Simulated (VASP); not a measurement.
# MgS (Niningerite) (Fm-3m) in VASP: single point with PBE

Aim: the single point of MgS (Niningerite) with PBE.

Everything below comes from runs of VASP 6.6.1. Logs are shortened: lines on timing, memory, paths and dates and some standing lists are left out, and cuts for length are marked.

## Step 1: The cell of the first run

The structure is cubic, space group Fm-3m (No. 225). The conventional cell has a = 5.115 Å, b = 5.115 Å, c = 5.115 Å, α = 90.00°, β = 90.00°, γ = 90.00°. Mg (site symmetry m-3m) has 6 S at 2.56 Å within 3.4 Å. Within 3.4 Å of S (site symmetry m-3m) lie 6 Mg at 2.56 Å.

## Step 2: Single point, PBE (volume changed by -5%)

The input, INCAR:

```
ALGO     = Normal         # electronic algorithm
EDIFF    = 1E-6           # SCF threshold, eV
ENCUT    = 600            # plane-wave cutoff, eV
GGA      = PE             # functional
GGA_COMPAT= False        
ISIF     = 2              # what is computed and relaxed
ISMEAR   = 0              # smearing method
LASPH    = True           # aspherical terms in the spheres
LCHARG   = False          # write CHGCAR
LREAL    = False          # projectors in reciprocal space
LWAVE    = False          # write WAVECAR
NBANDS   = 11             # bands
NELM     = 120            # most SCF steps
PREC     = Accurate       # precision mode
SIGMA    = 0.01           # smearing width, eV
```

The input, KPOINTS:

```
k-points
0
Gamma
  6 6 6
```

The input, POSCAR:

```
MgS
1.0
    0.0000000000      2.5574157000      2.5574157000
    2.5574157000      0.0000000000      2.5574157000
    2.5574157000      2.5574157000      0.0000000000
Mg S
1 1
Direct
    0.0000000000      0.0000000000      0.0000000000
    0.5000000000      0.5000000000      0.5000000000
```

Potentials or basis: VASP PAW PBE potentials, release 64 (Mg, S).

The run is started by

```sh
cat potpaw_PBE.64/Mg/POTCAR potpaw_PBE.64/S/POTCAR > POTCAR
mpirun -np 1 vasp_std > vasp.out
```

OUTCAR:

```text
EDIFF = 1E-6
   ENCUT = 600
   GGA = PE
   ISIF = 2
   ISMEAR = 0
   LASPH = True
   LREAL = False
   NELM = 120
   PREC = Accurate

 ion  position               nearest neighbor table
   1  0.000  0.000  0.000-   2 2.56   2 2.56   2 2.56   2 2.56   2 2.56   2 2.56
   2  0.500  0.500  0.500-   1 2.56   1 2.56   1 2.56   1 2.56   1 2.56   1 2.56

  LATTYP: Found a face centered cubic cell.
 ALAT       =     5.1148314000

  Lattice vectors:

 A1 = (   0.0000000000,   2.5574157000,   2.5574157000)
 A2 = (   2.5574157000,   0.0000000000,   2.5574157000)
 A3 = (   2.5574157000,   2.5574157000,   0.0000000000)

Analysis of symmetry for initial positions (statically):
=====================================================================
 Subroutine PRICEL returns:
 Original cell was already a primitive cell.

 Routine SETGRP: Setting up the symmetry group for a
 face centered cubic supercell.

 Subroutine GETGRP returns: Found 48 space group operations
 (whereof 48 operations were pure point group operations)
 out of a pool of 48 trial point group operations.

The static configuration has the point symmetry O_h .

Analysis of symmetry for dynamics (positions and initial velocities):
=====================================================================
 Subroutine PRICEL returns:
 Original cell was already a primitive cell.

 Routine SETGRP: Setting up the symmetry group for a
 face centered cubic supercell.

 Subroutine GETGRP returns: Found 48 space group operations
 (whereof 48 operations were pure point group operations)
 out of a pool of 48 trial point group operations.

The dynamic configuration has the point symmetry O_h .

 Subroutine INISYM returns: Found 48 space group operations
 (whereof 48 operations are pure point group operations),
 and found     1 'primitive' translations

----------------------------------------------------------------------------------------

                                     Primitive cell

  volume of cell :      33.4529

  direct lattice vectors                    reciprocal lattice vectors
     0.000000000  2.557415700  2.557415700    -0.195509866  0.195509866  0.195509866
     2.557415700  0.000000000  2.557415700     0.195509866 -0.195509866  0.195509866
     2.557415700  2.557415700  0.000000000     0.195509866  0.195509866 -0.195509866

  length of vectors
     3.616731968  3.616731968  3.616731968     0.338633021  0.338633021  0.338633021

  position of ions in fractional coordinates (direct lattice)
     0.000000000  0.000000000  0.000000000
     0.500000000  0.500000000  0.500000000

  ion indices of the primitive-cell ions
   primitive index   ion index
                 1           1
                 2           2

----------------------------------------------------------------------------------------

 KPOINTS: k-points

Automatic generation of k-mesh.
 Grid dimensions read from file:
 generate k-points for:    6    6    6

 Generating k-lattice:

  Cartesian coordinates                     Fractional coordinates (reciprocal lattice)
    -0.032584978  0.032584978  0.032584978     0.166666667  0.000000000  0.000000000
     0.032584978 -0.032584978  0.032584978     0.000000000  0.166666667  0.000000000
     0.032584978  0.032584978 -0.032584978     0.000000000  0.000000000  0.166666667

  Length of vectors
     0.056438837  0.056438837  0.056438837

  Shift w.r.t. Gamma in fractional coordinates (k-lattice)
     0.000000000  0.000000000  0.000000000

 Subroutine IBZKPT returns following result:
 ===========================================

 Found     16 irreducible k-points:

 Following reciprocal coordinates:
            Coordinates               Weight
  0.000000  0.000000  0.000000      1.000000
  0.166667  0.000000  0.000000      8.000000
  0.333333  0.000000  0.000000      8.000000
  0.500000  0.000000  0.000000      4.000000
  0.166667  0.166667  0.000000      6.000000
  0.333333  0.166667  0.000000     24.000000
[... 8 lines left out ...]
 -0.333333  0.333333  0.166667     24.000000
 -0.333333  0.500000  0.166667     12.000000
   k-points           NKPTS =     16   k-points in BZ     NKDIM =     16   number of bands    NBANDS=     11
   number of dos      NEDOS =    301   number of ions     NIONS =      2
   total plane-waves  NPLWV =  27000
   dimension x,y,z NGX =    30 NGY =   30 NGZ =   30
   dimension x,y,z NGXF=    60 NGYF=   60 NGZF=   60
   ions per type =               1   1
   NGX,Y,Z   is equivalent  to a cutoff of  13.79, 13.79, 13.79 a.u.
   NGXF,Y,Z  is equivalent  to a cutoff of  27.58, 27.58, 27.58 a.u.
 SYSTEM =  unknown system
   PREC   = accura    normal or accurate (medium, high low for compatibility)
   ISTART =      0    job   : 0-new  1-cont  2-samecut
   ICHARG =      2    charge: 1-file 2-atom 10-const
   ISPIN  =      1    spin polarized calculation?
   LNONCOLLINEAR =      F non collinear calculations
   LSORBIT =      F    spin-orbit coupling
   LASPH  =      T    aspherical Exc in radial PAW
   ENCUT  =  600.0 eV  44.10 Ry    6.64 a.u.   7.22  7.22  7.22*2*pi/ulx,y,z
   NELM   =    120;   NELMIN=  2; NELMDL= -5     # of ELM steps
   EDIFF  = 0.1E-05   stopping-criterion for ELM
   LREAL  =      F    real-space projection
   EDIFFG = 0.1E-04   stopping-criterion for IOM
   NSW    =      0    number of steps for IOM
   IBRION =     -1    ionic relax: 0-MD 1-quasi-New 2-CG
   NFREE  =      0    steps in history (QN), initial steepest desc. (CG)
   ISIF   =      2    stress and relaxation
   ISYM   =      2    0-nonsym 1-usesym 2-fastsym
   POTIM  = 0.5000    time-step for ionic-motion
   TEBEG  =    0.0;   TEEND  =   0.0 temperature during run
   PSTRESS=    0.0 pullay stress
   NELECT =       8.0000    total number of electrons
   NUPDOWN=      -1.0000    fix difference up-down
   EMIN   =  10.00;   EMAX   =-10.00  energy-range for DOS
   EFERMI =   0.00;   METHOD = LEGACY
   ISMEAR =     0;   SIGMA  =   0.01  broadening in eV -4-tet -1-fermi 0-gaus
   EFERMI_NEDOS =   21; number of points for ismear=-14 and -15
   IALGO  =     38    algorithm
   IMIX   =      4    mixing-type and parameters
     AMIX     =   0.40;   BMIX     =  1.00
     AMIX_MAG =   1.60;   BMIX_MAG =  1.00
  volume/ion in A,a.u.               =      16.73       112.88
  Fermi-wavevector in a.u.,A,eV,Ry     =   1.016155  1.920255 14.048995  1.032572
  Thomas-Fermi vector in A             =   2.149483
   LORBIT       =      0    0 simple, 1 ext, 2 COOP (PROOUT), +10 PAW based schemes
   GGA     = PE    functional components
   LHFCALC =     F    Hartree Fock is set to
   AEXX    =    0.0000 exact exchange contribution
   IVDW    =     0    specifies the selected vdW correction
   LEPSILON=     F    determine dielectric tensor
   LRPA    =     F    only Hartree local field effects (RPA)
 non-spin polarized calculation
 Gauss-broadening in eV      SIGMA  =   0.01
  energy-cutoff  :      600.00
  volume of cell :       33.45
 maximum number of plane-waves:      1139
 NGX is ok and might be reduce to    30
   NGX = 15   NGY = 15   NGZ = 15

 number of electron       8.0000001 magnetization

 Free energy of the ion-electron system (eV)
  ---------------------------------------------------
  ext. energy  EPLUGINS =         0.00000000
  ---------------------------------------------------
  free energy    TOTEN  =        -8.46582736 eV

  energy without entropy =       -8.46582736  energy(sigma->0) =       -8.46582736

 E-fermi :   4.3022     XC(G=0):  -9.9017

 val. band max:        4.1996459526   @ k =   0.0000   0.0000   0.0000
 cond. band min:       7.0831576592   @ k =   0.5000   0.5000   0.0000
 fundamental gap:      2.8835117066
 Fermi energy:         4.3021598515

 k-point     1 :       0.0000    0.0000    0.0000
  band No.  band energies     occupation
      1      -8.7709      2.00000
      2       4.1996      2.00000
      3       4.1996      2.00000
      4       4.1996      2.00000
      5       8.3293      0.00000
      6      12.1143      0.00000
      7      12.1143      0.00000
      8      12.1143      0.00000
      9      14.6013      0.00000
     10      14.6013      0.00000
     11      16.8542      0.00000

 k-point     2 :       0.1667    0.0000    0.0000
  band No.  band energies     occupation
      1      -8.4846      2.00000
      2       2.5086      2.00000
      3       4.0119      2.00000
      4       4.0119      2.00000
      5       9.3445      0.00000
      6      11.9446      0.00000
      7      12.4266      0.00000
      8      12.4266      0.00000
      9      13.9337      0.00000
     10      13.9337      0.00000
     11      17.0199      0.00000

 k-point     3 :       0.3333    0.0000    0.0000
  band No.  band energies     occupation
      1      -7.7854      2.00000
      2       0.1594      2.00000
      3       3.6897      2.00000
      4       3.6897      2.00000
      5       9.0900      0.00000
      6      11.5964      0.00000
      7      11.5964      0.00000
      8      14.0309      0.00000
      9      15.8439      0.00000
     10      15.8439      0.00000
     11      16.0443      0.00000

 k-point     4 :       0.5000    0.0000    0.0000
  band No.  band energies     occupation
      1      -7.3294      2.00000
      2      -0.9098      2.00000
      3       3.5486      2.00000
      4       3.5486      2.00000
      5       8.8189      0.00000
      6      11.1635      0.00000
      7      11.1635      0.00000
      8      14.8796      0.00000
      9      16.6530      0.00000
     10      18.7873      0.00000
     11      18.7873      0.00000

 k-point     5 :       0.1667    0.1667    0.0000
  band No.  band energies     occupation
      1      -8.3916      2.00000
      2       2.6213      2.00000
      3       3.6243      2.00000
      4       3.6243      2.00000
      5       9.9165      0.00000
      6      10.6240      0.00000
      7      12.2617      0.00000
      8      13.3496      0.00000
      9      13.3496      0.00000
     10      15.0772      0.00000
     11      18.7936      0.00000
[... 99 lines left out ...]
 k-point    13 :       0.5000    0.5000    0.0000
  band No.  band energies     occupation
      1      -6.9163      2.00000
      2      -0.2702      2.00000
      3       2.3987      2.00000
      4       2.3987      2.00000
      5       7.0832      0.00000
      6       8.4297      0.00000
      7      16.7210      0.00000
      8      17.1637      0.00000
      9      18.1128      0.00000
     10      18.1128      0.00000
     11      20.2633      0.00000

 k-point    14 :       0.5000    0.3333    0.1667
  band No.  band energies     occupation
      1      -7.3044      2.00000
      2       0.3111      2.00000
      3       1.8419      2.00000
      4       2.8675      2.00000
      5       9.6595      0.00000
      6      10.8041      0.00000
      7      11.6883      0.00000
      8      14.3506      0.00000
      9      15.9705      0.00000
     10      19.3801      0.00000
     11      19.9154      0.00000

 k-point    15 :      -0.3333    0.3333    0.1667
  band No.  band energies     occupation
      1      -6.9924      2.00000
      2       0.0316      2.00000
      3       1.2939      2.00000
      4       2.4956      2.00000
      5       9.6758      0.00000
      6      11.0262      0.00000
      7      13.0481      0.00000
      8      13.3099      0.00000
      9      16.7078      0.00000
     10      18.5955      0.00000
     11      20.2339      0.00000

 k-point    16 :      -0.3333    0.5000    0.1667
  band No.  band energies     occupation
      1      -6.8774      2.00000
      2       0.1943      2.00000
      3       1.4321      2.00000
      4       1.8468      2.00000
      5       8.7735      0.00000
      6      10.3820      0.00000
      7      13.5976      0.00000
      8      14.2190      0.00000
      9      18.5356      0.00000
     10      19.6983      0.00000
     11      20.2083      0.00000

------------------------ aborting loop because EDIFF is reached ----------------------------------------

  FORCE on cell =-STRESS in cart. coord.  units (eV):
  Direction    XX          YY          ZZ          XY          YZ          ZX
  --------------------------------------------------------------------------------------
  -------------------------------------------------------------------------------------
  Total        1.1254646      1.1254646      1.1254646     -0.0000000     -0.0000000      0.0000000
  in kB       53.9024434     53.9024434     53.9024434     -0.0000000     -0.0000000      0.0000000
  external PRESSURE =      53.9024434 kB  Pullay stress =       0.0000000 kB

 VOLUME and BASIS-vectors are now :
 -----------------------------------------------------------------------------
  energy-cutoff  :      600.00
  volume of cell :       33.45
      direct lattice vectors                 reciprocal lattice vectors
     0.000000000  2.557415700  2.557415700    -0.195509866  0.195509866  0.195509866
     2.557415700  0.000000000  2.557415700     0.195509866 -0.195509866  0.195509866
     2.557415700  2.557415700  0.000000000     0.195509866  0.195509866 -0.195509866

 POSITION                                       TOTAL-FORCE (eV/Angst)
 -----------------------------------------------------------------------------------
      0.00000      0.00000      0.00000        -0.000000      0.000000      0.000000
      2.55742      2.55742      2.55742         0.000000     -0.000000     -0.000000
 -----------------------------------------------------------------------------------
    total drift:                               -0.000000     -0.000000      0.000000

  FREE ENERGIE OF THE ION-ELECTRON SYSTEM (eV)
  ---------------------------------------------------
  free  energy   TOTEN  =        -8.4658273605 eV

  energy  without entropy=       -8.4658273605  energy(sigma->0) =       -8.46582736
```

Wall time 8.3 s (1 thread of Intel Xeon Platinum 8375C at 2.90GHz (Ice Lake), shared host); peak memory 0.16 GiB.

What came out:

```yaml
Free_energy: -8.4658 eV
Pressure: 5.4 GPa
Band_gap_on_the_k_mesh: 2.88 eV, indirect (least direct gap 4.13 eV)
```

Levels at points of the mesh, in eV from the valence-band top:
```tsv
k point	band 2	band 3	band 4	band 5	band 6	band 7
(0.00, 0.00, 0.00)	0.00	0.00	0.00	4.13	7.91	7.91
(0.50, 0.00, 0.00)	-5.11	-0.65	-0.65	4.62	6.96	6.96
(0.50, 0.50, 0.00)	-4.47	-1.80	-1.80	2.88	4.23	12.52
```

 A k mesh can miss the band edges.
